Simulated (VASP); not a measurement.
Wanted: the native input for a VASP 6.6.1 run.

```yaml
Task: single point
Functional: PBEsol
Potentials_or_basis: VASP PAW PBE potentials, release 64 (Pt)
Cutoff: 520 eV
k_mesh: 18 × 18 × 8
Occupations: methfessel-paxton, width 0.1 eV
Spin: no spin polarisation
Dipole_correction: no
Further_INCAR_settings: ALGO = Fast; EDIFF = 1e-06; NBANDS = 22
```

The structure of Pt lies in POSCAR:

```
Pt
1.0
    2.7421699650      0.0000000000      0.0000000000
   -1.3710849825      2.3747888512      0.0000000000
    0.0000000000      0.0000000000      6.8781229553
Pt
3
Direct
    0.0000000000      0.0000000000      0.0000000000
    0.3333333333      0.6666666667      0.3333333333
    0.6666666667      0.3333333333      0.6666666667
```

One way to write it, as run:

INCAR

```
ALGO = Fast
EDIFF = 1E-6
ENCUT = 520
GGA = PS
ISIF = 2
ISMEAR = 1
LASPH = True
LCHARG = False
LREAL = False
LWAVE = False
NBANDS = 22
NELM = 100
PREC = Accurate
SIGMA = 0.1
```

KPOINTS

```
k-points
0
Gamma
  18 18 8
```

Potentials or basis: VASP PAW PBE potentials, release 64 (Pt).

Run with:

```sh
$ cat potpaw_PBE.64/Pt/POTCAR > POTCAR
$ mpirun -np 1 vasp_std > vasp.out
```

It gave:

```yaml
Pressure: 1.8 GPa
Band_gap_on_the_k_mesh: zero (bands 15 and 16 overlap by 1.95 eV)
```

Caveat: the PAW data sets were made with another functional, which shifts forces and pressure a little; spin-orbit coupling is left out, which moves the levels of the heavy elements.

Wall time 3.8 min on 1 thread of AMD EPYC 7R43 64-Core Processor (Zen 3) (shared host), peak memory 0.27 GiB.
